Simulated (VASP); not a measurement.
# P in VASP: a series of runs

Runs on P. Level: r2SCAN. Tasks: single point.

Program: VASP 6.6.1. These are calculated values, not measurements. Logs are shortened: lines on timing, memory, paths and dates and some standing lists are left out, and cuts for length are marked.

## (1) The cell of the first run

The cell holds a slab with vacuum, 4 atoms: a = 3.192 Å, b = 33.813 Å, c = 4.497 Å, α = 90.00°, β = 90.00°, γ = 90.00°.

## (2) Single point, r2SCAN (equal strain along all axes, cell held: -3.0 %, then relaxed in part)

POSCAR reads:

```
P
1.0
    3.1917704878      0.0000000000      0.0000000000
    0.0000000000     33.8128425304      0.0000000000
    0.0000000000      0.0000000000      4.4970441904
P
4
Direct
    0.0000000000      0.9688183005      0.5853891958
    0.0000000000      0.0311816995      0.4146108042
    0.5000000000      0.0311816995      0.0853891958
    0.5000000000      0.9688183005      0.9146108042
```

INCAR.step1 reads:

```
SYSTEM = P
PREC = Accurate
ENCUT = 520
ISMEAR = 0
SIGMA = 0.02
LREAL = .False.
LASPH = .True.
NELM = 80
NBANDS = 18
GGA = PE
ALGO = Normal
EDIFF = 1E-4
LWAVE = .True.
LCHARG = .False.
```

INCAR.step2 reads:

```
SYSTEM = P
PREC = Accurate
ENCUT = 520
EDIFF = 1E-6
ISMEAR = 0
SIGMA = 0.02
LREAL = .False.
LASPH = .True.
NELM = 80
ALGO = Normal
ISIF = 2
LWAVE = .False.
LCHARG = .False.
METAGGA = R2SCAN
LMIXTAU = .True.
NBANDS = 18
ISTART = 1
```

KPOINTS reads:

```
Automatic mesh
0
Gamma
  8 1 6
  0 0 0
```

Potentials or basis: VASP PAW PBE potentials, release 64 (P).

Launch:

```console
cat potpaw_PBE.64/P/POTCAR > POTCAR
cp INCAR.step1 INCAR
mpirun -np 1 vasp_std > vasp.out
cp INCAR.step2 INCAR
mpirun -np 1 vasp_std > vasp.out
```

OUTCAR:

```text
SYSTEM = P
   PREC = Accurate
   ENCUT = 520
   EDIFF = 1E-6
   ISMEAR = 0
   LREAL = .False.
   LASPH = .True.
   NELM = 80
   ISIF = 2
   METAGGA = R2SCAN
   ISTART = 1

 ion  position               nearest neighbor table
   1  0.000  0.969  0.585-   4 2.18   4 2.18   2 2.24
   2  0.000  0.031  0.415-   3 2.18   3 2.18   1 2.24
   3  0.500  0.031  0.085-   2 2.18   2 2.18   4 2.24
   4  0.500  0.969  0.915-   1 2.18   1 2.18   3 2.24

  LATTYP: Found a simple orthorhombic cell.
 ALAT       =     3.1917704878
 B/A-ratio  =     1.4089497373
 C/A-ratio  =    10.5937574959

  Lattice vectors:

 A1 = (  -3.1917704878,   0.0000000000,   0.0000000000)
 A2 = (   0.0000000000,   0.0000000000,   4.4970441904)
 A3 = (   0.0000000000,  33.8128425304,   0.0000000000)

Analysis of symmetry for initial positions (statically):
=====================================================================
 Subroutine PRICEL returns:
 Original cell was already a primitive cell.

 Routine SETGRP: Setting up the symmetry group for a
 simple orthorhombic supercell.

 Subroutine GETGRP returns: Found  8 space group operations
 (whereof  4 operations were pure point group operations)
 out of a pool of  8 trial point group operations.

The static configuration has the point symmetry C_2h.
 The point group associated with its full space group is D_2h.

Analysis of symmetry for dynamics (positions and initial velocities):
=====================================================================
 Subroutine PRICEL returns:
 Original cell was already a primitive cell.

 Routine SETGRP: Setting up the symmetry group for a
 simple orthorhombic supercell.

 Subroutine GETGRP returns: Found  8 space group operations
 (whereof  4 operations were pure point group operations)
 out of a pool of  8 trial point group operations.

The dynamic configuration has the point symmetry C_2h.
 The point group associated with its full space group is D_2h.

 Subroutine INISYM returns: Found  8 space group operations
 (whereof  4 operations are pure point group operations),
 and found     1 'primitive' translations

----------------------------------------------------------------------------------------

                                     Primitive cell

  volume of cell :     485.3337

  direct lattice vectors                    reciprocal lattice vectors
     3.191770488  0.000000000  0.000000000     0.313305735  0.000000000  0.000000000
     0.000000000 33.812842530  0.000000000     0.000000000  0.029574562  0.000000000
     0.000000000  0.000000000  4.497044190     0.000000000  0.000000000  0.222368284

  length of vectors
     3.191770488 33.812842530  4.497044190     0.313305735  0.029574562  0.222368284

  position of ions in fractional coordinates (direct lattice)
     0.000000000  0.968818300  0.585389196
     0.000000000  0.031181700  0.414610804
     0.500000000  0.031181700  0.085389196
     0.500000000  0.968818300  0.914610804

  ion indices of the primitive-cell ions
   primitive index   ion index
                 1           1
                 2           2
                 3           3
                 4           4

----------------------------------------------------------------------------------------

 KPOINTS: Automatic mesh

Automatic generation of k-mesh.
 Grid dimensions read from file:
 generate k-points for:    8    1    6

 Generating k-lattice:

  Cartesian coordinates                     Fractional coordinates (reciprocal lattice)
     0.039163217  0.000000000  0.000000000     0.125000000  0.000000000  0.000000000
     0.000000000  0.029574562  0.000000000     0.000000000  1.000000000  0.000000000
     0.000000000  0.000000000  0.037061381     0.000000000  0.000000000  0.166666667

  Length of vectors
     0.039163217  0.029574562  0.037061381

  Shift w.r.t. Gamma in fractional coordinates (k-lattice)
     0.000000000  0.000000000  0.000000000

 Subroutine IBZKPT returns following result:
 ===========================================

 Found     20 irreducible k-points:

 Following reciprocal coordinates:
            Coordinates               Weight
  0.000000  0.000000  0.000000      1.000000
  0.125000  0.000000  0.000000      2.000000
  0.250000  0.000000  0.000000      2.000000
  0.375000  0.000000  0.000000      2.000000
  0.500000  0.000000  0.000000      1.000000
  0.000000  0.000000  0.166667      2.000000
[... 12 lines left out ...]
  0.375000  0.000000  0.500000      2.000000
  0.500000  0.000000  0.500000      1.000000
   k-points           NKPTS =     20   k-points in BZ     NKDIM =     20   number of bands    NBANDS=     18
   number of dos      NEDOS =    301   number of ions     NIONS =      4
   total plane-waves  NPLWV = 217728
   dimension x,y,z NGX =    24 NGY =  252 NGZ =   36
   dimension x,y,z NGXF=    48 NGYF=  504 NGZF=   72
   ions per type =               4
   NGX,Y,Z   is equivalent  to a cutoff of  12.50, 12.39, 13.31 a.u.
   NGXF,Y,Z  is equivalent  to a cutoff of  25.00, 24.78, 26.62 a.u.
 SYSTEM =  P
   PREC   = accura    normal or accurate (medium, high low for compatibility)
   ISTART =      1    job   : 0-new  1-cont  2-samecut
   ICHARG =      0    charge: 1-file 2-atom 10-const
   ISPIN  =      1    spin polarized calculation?
   LNONCOLLINEAR =      F non collinear calculations
   LSORBIT =      F    spin-orbit coupling
   LASPH  =      T    aspherical Exc in radial PAW
   ENCUT  =  520.0 eV  38.22 Ry    6.18 a.u.   5.93 62.87  8.36*2*pi/ulx,y,z
   NELM   =     80;   NELMIN=  2; NELMDL=  0     # of ELM steps
   EDIFF  = 0.1E-05   stopping-criterion for ELM
   LREAL  =      F    real-space projection
   EDIFFG = 0.1E-04   stopping-criterion for IOM
   NSW    =      0    number of steps for IOM
   IBRION =     -1    ionic relax: 0-MD 1-quasi-New 2-CG
   NFREE  =      0    steps in history (QN), initial steepest desc. (CG)
   ISIF   =      2    stress and relaxation
   ISYM   =      2    0-nonsym 1-usesym 2-fastsym
   POTIM  = 0.5000    time-step for ionic-motion
   TEBEG  =    0.0;   TEEND  =   0.0 temperature during run
   PSTRESS=    0.0 pullay stress
   NELECT =      20.0000    total number of electrons
   NUPDOWN=      -1.0000    fix difference up-down
   EMIN   =  10.00;   EMAX   =-10.00  energy-range for DOS
   EFERMI =   0.00;   METHOD = LEGACY
   ISMEAR =     0;   SIGMA  =   0.02  broadening in eV -4-tet -1-fermi 0-gaus
   EFERMI_NEDOS =   21; number of points for ismear=-14 and -15
   IALGO  =     38    algorithm
   IMIX   =      4    mixing-type and parameters
     AMIX     =   0.40;   BMIX     =  1.00
     AMIX_MAG =   1.60;   BMIX_MAG =  1.00
  volume/ion in A,a.u.               =     121.33       818.80
  Fermi-wavevector in a.u.,A,eV,Ry     =   0.565464  1.068571  4.350451  0.319749
  Thomas-Fermi vector in A             =   1.603453
   LORBIT       =      0    0 simple, 1 ext, 2 COOP (PROOUT), +10 PAW based schemes
   METAGGA = R2SCAN    functional components
   LHFCALC =     F    Hartree Fock is set to
   AEXX    =    0.0000 exact exchange contribution
   IVDW    =     0    specifies the selected vdW correction
   LEPSILON=     F    determine dielectric tensor
   LRPA    =     F    only Hartree local field effects (RPA)
 non-spin polarized calculation
 Gauss-broadening in eV      SIGMA  =   0.02
  energy-cutoff  :      520.00
  volume of cell :      485.33
 maximum number of plane-waves:     13152
 NGX is ok and might be reduce to    24
   NGX = 11   NGY =125   NGZ = 17

 number of electron      19.9999998 magnetization

 Free energy of the ion-electron system (eV)
  ---------------------------------------------------
  ext. energy  EPLUGINS =         0.00000000
  ---------------------------------------------------
  free energy    TOTEN  =       -35.71261879 eV

  energy without entropy =      -35.71261879  energy(sigma->0) =      -35.71261879

 E-fermi :  -3.2539     XC(G=0):  -1.8390

 val. band max:       -3.3976716652   @ k =   0.0000   0.0000   0.0000
 cond. band min:      -2.5987850605   @ k =   0.0000   0.0000   0.0000
 fundamental gap:      0.7988866047
 Fermi energy:        -3.2539385151

 k-point     1 :       0.0000    0.0000    0.0000
  band No.  band energies     occupation
      1     -19.5565      2.00000
      2     -16.8973      2.00000
      3     -12.9371      2.00000
      4      -9.6678      2.00000
      5      -8.4364      2.00000
      6      -8.1462      2.00000
[... 10 lines left out ...]
     17       1.8263      0.00000
     18       1.9862      0.00000

 k-point     2 :       0.1250    0.0000    0.0000
  band No.  band energies     occupation
      1     -19.3444      2.00000
      2     -16.6771      2.00000
      3     -12.9987      2.00000
      4      -9.5052      2.00000
      5      -8.2623      2.00000
      6      -8.2496      2.00000
[... 10 lines left out ...]
     17       2.0573      0.00000
     18       2.1890      0.00000

 k-point     3 :       0.2500    0.0000    0.0000
  band No.  band energies     occupation
      1     -18.7142      2.00000
      2     -16.0195      2.00000
      3     -13.4941      2.00000
      4      -9.5529      2.00000
      5      -9.1097      2.00000
      6      -9.0631      2.00000
[... 10 lines left out ...]
     17       2.4775      0.00000
     18       2.7453      0.00000

 k-point     4 :       0.3750    0.0000    0.0000
  band No.  band energies     occupation
      1     -17.6882      2.00000
      2     -14.9341      2.00000
      3     -14.7752      2.00000
      4     -11.5907      2.00000
      5      -9.2035      2.00000
      6      -8.5779      2.00000
[... 291 lines left out ...]
      4     -12.2122      2.00000
      5      -9.2053      2.00000
      6      -9.2053      2.00000
[... 10 lines left out ...]
     17       3.8696      0.00000
     18       3.8696      0.00000

 k-point    19 :       0.3750    0.0000    0.5000
  band No.  band energies     occupation
      1     -16.5913      2.00000
      2     -16.5913      2.00000
      3     -12.9930      2.00000
      4     -12.9930      2.00000
      5      -9.5582      2.00000
      6      -9.5582      2.00000
[... 10 lines left out ...]
     17       3.8696      0.00000
     18       3.8696      0.00000

 k-point    20 :       0.5000    0.0000    0.5000
  band No.  band energies     occupation
      1     -15.8859      2.00000
      2     -15.8859      2.00000
      3     -13.8618      2.00000
      4     -13.8618      2.00000
      5      -8.8003      2.00000
      6      -8.8003      2.00000
[... 10 lines left out ...]
     17       3.3503      0.00000
     18       3.3503      0.00000

------------------------ aborting loop because EDIFF is reached ----------------------------------------

  FORCE on cell =-STRESS in cart. coord.  units (eV):
  Direction    XX          YY          ZZ          XY          YZ          ZX
  --------------------------------------------------------------------------------------
  -------------------------------------------------------------------------------------
  Total        3.7671904     -0.2588422      1.1502778      0.0000000     -0.0000000      0.0000000
  in kB       12.4361989     -0.8544863      3.7972819      0.0000000     -0.0000000      0.0000000
  external PRESSURE =       5.1263315 kB  Pullay stress =       0.0000000 kB

 VOLUME and BASIS-vectors are now :
 -----------------------------------------------------------------------------
  energy-cutoff  :      520.00
  volume of cell :      485.33
      direct lattice vectors                 reciprocal lattice vectors
     3.191770488  0.000000000  0.000000000     0.313305735  0.000000000  0.000000000
     0.000000000 33.812842530  0.000000000     0.000000000  0.029574562  0.000000000
     0.000000000  0.000000000  4.497044190     0.000000000  0.000000000  0.222368284

 POSITION                                       TOTAL-FORCE (eV/Angst)
 -----------------------------------------------------------------------------------
      0.00000     32.75850      2.63252         0.000000      0.056934      0.101234
      0.00000      1.05434      1.86452        -0.000000     -0.056934     -0.101234
      1.59589      1.05434      0.38400        -0.000000     -0.056934      0.101234
      1.59589     32.75850      4.11305        -0.000000      0.056934     -0.101234
 -----------------------------------------------------------------------------------
    total drift:                               -0.000000      0.000000     -0.000000

  FREE ENERGIE OF THE ION-ELECTRON SYSTEM (eV)
  ---------------------------------------------------
  free  energy   TOTEN  =       -35.7126187928 eV

  energy  without entropy=      -35.7126187928  energy(sigma->0) =      -35.71261879
```

Wall time 25 min (1 thread of AMD EPYC 7R13 (Zen 3), shared host); peak memory 0.55 GiB.

What came out:

```
Free energy            : -35.7126 eV
Largest force          : 0.116 eV/Å
Band gap on the k mesh : 0.80 eV
```

Forces on the atoms (eV/Å):
```
P    0.000  0.057  0.101
P    0.000 -0.057 -0.101
P    0.000 -0.057  0.101
P    0.000  0.057 -0.101
```

Caveat: the cell differs from its parent crystal (equal strain along all axes, cell held: -3.0 %, then relaxed in part); there is no dipole correction, which matters where the two faces differ; the PAW data sets were made with another functional, which shifts forces and pressure a little.

## (3) Single point, r2SCAN

POSCAR is that of step 2.

INCAR.step1 reads:

```
ALGO = Normal
EDIFF = 1E-4
ENCUT = 520
GGA = PE
ISMEAR = 0
LASPH = T
LCHARG = F
LREAL = F
LWAVE = T
NBANDS = 18
NELM = 80
PREC = Accurate
SIGMA = 0.02
```

INCAR.step2 reads:

```
ALGO = Normal
EDIFF = 1E-7
ENCUT = 520
ISIF = 2
ISMEAR = 0
ISTART = 1
LASPH = T
LCHARG = F
LMIXTAU = T
LREAL = F
LWAVE = F
METAGGA = R2SCAN
NBANDS = 18
NELM = 80
PREC = Accurate
SIGMA = 0.02
```

KPOINTS reads:

```
k-points
0
Gamma
  8 1 6
```

Potentials or basis: VASP PAW PBE potentials, release 64 (P).

Launch:

```console
cat potpaw_PBE.64/P/POTCAR > POTCAR
cp INCAR.step1 INCAR
mpirun -np 1 vasp_std > vasp.out
cp INCAR.step2 INCAR
mpirun -np 1 vasp_std > vasp.out
```

Wall time 21 min (1 thread of AMD EPYC 7R13 (Zen 3), shared host); peak memory 0.56 GiB.

It converged, with:

| Property | Result |
| --- | --- |
| Free energy | -35.7126 eV |
| Largest force | 0.116 eV/Å |
| Band gap on the k mesh | 0.80 eV |

Forces in eV/Å, atoms in the order of the input:
```
P    0.000  0.057  0.101
P    0.000 -0.057 -0.101
P    0.000 -0.057  0.101
P    0.000  0.057 -0.101
```

Levels at points of the mesh, in eV from the valence-band top:
| k point | band 6 | band 7 | band 8 | band 9 | band 10 | band 11 | band 12 | band 13 | band 14 | band 15 |
| --- | --- | --- | --- | --- | --- | --- | --- | --- | --- | --- |
| (0.00, 0.00, 0.00) | -4.75 | -3.34 | -2.05 | -1.64 | 0.00 | 0.80 | 2.25 | 3.54 | 4.04 | 4.79 |
| (0.50, 0.00, 0.00) | -5.28 | -2.90 | -2.90 | -2.06 | -2.06 | 1.46 | 1.46 | 2.25 | 2.25 | 3.97 |
| (0.00, 0.00, 0.50) | -3.31 | -2.46 | -2.46 | -1.16 | -1.16 | 2.84 | 2.84 | 3.98 | 3.98 | 4.23 |
| (0.50, 0.00, 0.50) | -5.40 | -4.92 | -4.92 | -1.27 | -1.27 | 2.63 | 2.63 | 4.41 | 4.41 | 5.89 |

Caveat: there is no dipole correction, which matters where the two faces differ; the PAW data sets were made with another functional, which shifts forces and pressure a little.

(Continued in part 2 of 2.)
